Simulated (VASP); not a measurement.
MgB2: relaxation of cell and atoms with LDA

Crystal: MgB2.

```
Mg B
1.0
     3.08500    0.00000    0.00000
    -1.54250    2.67169    0.00000
     0.00000    0.00000    3.52300
Mg B
1 2
Direct
  0.00000 0.00000 0.00000
  0.33333 0.66667 0.50000
  0.66667 0.33333 0.50000
```

- Program: VASP 6.6.1
- Task: relaxation of cell and atoms
- Functional: LDA
- Potentials or basis: VASP PAW LDA potentials, release 64 (Mg, B)
- Cutoff: 600 eV
- k mesh: 14 × 14 × 10
- Occupations: fermi-dirac, width 0.05 eV
- Spin: no spin polarisation
- Dipole correction: no
- Further INCAR settings: ALGO = Normal; EDIFF = 1e-07; IBRION = 2; EDIFFG = -0.002; NSW = 100; ISIF = 3

```
Relaxed volume                         : 9.15 Å³/atom
Relaxed cell                           : a = 3.034 Å, b = 3.034 Å, c = 3.444 Å, α = 90.00°, β = 90.00°, γ = 120.00°
Space group after relaxing (to 0.05 Å) : P6/mmm (No. 191)
Energy gained by relaxing              : 13.8 meV/atom
Ionic steps                            : 5
Pressure after relaxing                : 0.0 GPa
Band gap on the k mesh                 : zero (band 4 reaches 7.06 eV, above the bottom of band 5 at 3.90 eV)
```

Step by step:
| step | energy change (eV) | largest force (eV/Å) | pressure (GPa) | volume (Å³) |
| --- | --- | --- | --- | --- |
| 1 | 0.0000 | 0.0000 | -8.17 | 29.04 |
| 2 | -0.0338 | 0.0000 | 3.35 | 27.01 |
| 3 | -0.0397 | 0.0000 | -0.12 | 27.55 |
| 4 | -0.0412 | 0.0000 | -0.01 | 27.48 |
| 5 | -0.0413 | 0.0000 | 0.02 | 27.46 |

Final structure:
```xyz
3
Lattice="3.0343 0.0000 0.0000 -1.5172 2.6278 0.0000 0.0000 0.0000 3.4436" Properties=species:S:1:pos:R:3 pbc="T T T"
Mg    0.0000    0.0000    0.0000
B     0.0000    1.7519    1.7218
B     1.5172    0.8759    1.7218
```

Levels at points of the mesh, in eV from the Fermi level:
| k point | band 1 | band 2 | band 3 | band 4 | band 5 | band 6 | band 7 | band 8 |
| --- | --- | --- | --- | --- | --- | --- | --- | --- |
| (0.00, 0.00, 0.00) | -12.60 | -2.95 | 0.38 | 0.38 | 1.91 | 6.47 | 6.47 | 8.75 |
| (0.50, 0.00, 0.00) | -8.56 | -7.99 | -2.24 | 0.25 | 3.24 | 4.02 | 5.69 | 7.61 |
| (0.00, 0.00, 0.50) | -11.20 | -7.65 | 0.79 | 0.79 | 6.79 | 6.79 | 8.18 | 10.49 |
| (0.50, 0.00, 0.50) | -7.49 | -7.01 | -3.68 | -1.94 | -1.34 | 6.12 | 9.09 | 9.17 |

It took 96 s on 1 thread of Intel(R) Xeon(R) Platinum 8259CL CPU @ 2.50GHz (Skylake/Cascade Lake), on a shared host, peak memory 0.18 GiB.

LDA usually gives volumes a few per cent too small. Zero-point motion and thermal expansion aren't in these numbers.
